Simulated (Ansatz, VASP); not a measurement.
**Two plane-wave programs on C11O**

File INCAR:

```
PREC = Accurate
ENCUT = 520
EDIFF = 1E-6
ISMEAR = 0
SIGMA = 0.05
LREAL = False
LASPH = True
NELM = 100
ALGO = Normal
ISIF = 2
LWAVE = False
LCHARG = True
LDIPOL = True
IDIPOL = 3
DIPOL = 0.5 0.5 0.313
GGA = PE
IVDW = 12
LELF = True
LVHAR = True
LVACPOTAV = True
NBANDS = 37
```

KPOINTS

```
regular mesh
0
Gamma
  8 7 1
```

File POSCAR:

```
C11O
1.0
    3.6473242347      0.0000000000      0.0000000000
   -1.6658829406      3.9310150970      0.0000000000
    0.0000000000      0.0000000000     23.5809581735
C O
11 1
Direct
    0.5001799340      0.3333933113      0.1696283913
    0.4998200660      0.6666066887      0.1696283913
    0.5001799340      0.8333933113      0.2218942371
    0.4998200660      0.1666066887      0.2218942371
    0.5000212339      0.3353169667      0.2741412245
    0.4999787661      0.6646830333      0.2741412245
    0.5001286265      0.8366480408      0.3266192407
    0.4998713735      0.1633519592      0.3266192407
    0.4997623712      0.3544335279      0.3744953071
    0.5002376288      0.6455664721      0.3744953071
    0.9997623712      0.3544335279      0.5377626337
    0.9997623712      0.3544335279      0.4889944712
```

Input for Ansatz:

```yaml
crystal:
  lattice:
    - [3.6473242347, 0.0, 0.0]
    - [-1.6658829406, 3.931015097, 0.0]
    - [0.0, 0.0, 23.5809581735]
  atoms:
    - { symbol: C, position: [0.500179934, 0.3333933113, 0.1696283913] }
    - { symbol: C, position: [0.499820066, 0.6666066887, 0.1696283913] }
    - { symbol: C, position: [0.500179934, 0.8333933113, 0.2218942371] }
    - { symbol: C, position: [0.499820066, 0.1666066887, 0.2218942371] }
    - { symbol: C, position: [0.5000212339, 0.3353169667, 0.2741412245] }
    - { symbol: C, position: [0.4999787661, 0.6646830333, 0.2741412245] }
    - { symbol: C, position: [0.5001286265, 0.8366480408, 0.3266192407] }
    - { symbol: C, position: [0.4998713735, 0.1633519592, 0.3266192407] }
    - { symbol: C, position: [0.4997623712, 0.3544335279, 0.3744953071] }
    - { symbol: C, position: [0.5002376288, 0.6455664721, 0.3744953071] }
    - { symbol: O, position: [0.9997623712, 0.3544335279, 0.4889944712] }
    - { symbol: C, position: [0.9997623712, 0.3544335279, 0.5377626337] }
basis:
  ecutwfc: 420
kpoints:
  mp_grid: { grid: [8, 7, 1] }
hamiltonian:
  xc: pbe
  pseudopotentials: { kind: paw, azcp: { folder: soft_1 } }
  dispersion: d3bj
scf:
  occupations: { method: gaussian, width: 0.05 }
output:
  forces: true
  eigenvalues: true
efield:
  axis: 3
  dipole_correction: true
  ramp_width: 0.04
```

Alike in both runs: task single point; functional PBE; dispersion D3(BJ); k mesh 8 × 7 × 1; occupations gaussian, width 0.05 eV; no spin polarisation.

|  | VASP | Ansatz |
| --- | --- | --- |
| version | VASP 6.6.1 | Ansatz 0.2.0 |
| potentials or method | VASP PAW PBE potentials, release 64 (C, O), cutoff 520 eV | scalar-relativistic, plane waves, PAW |
| valence electrons in the cell | 50 | 50 |

```csv
,VASP,Ansatz,Ansatz less VASP
gap on the k mesh at the Fermi level (eV),none,none,-
rms of the force components (eV/Å),1.634,1.671,+0.0373
"work function, face that differs most (eV)",5.84,5.88,+0.047
```

A gap of «none» marks a metal or a gap that the smearing closes.

Noted on VASP's run: the standard files for N, O and F lose accuracy on very short bonds.
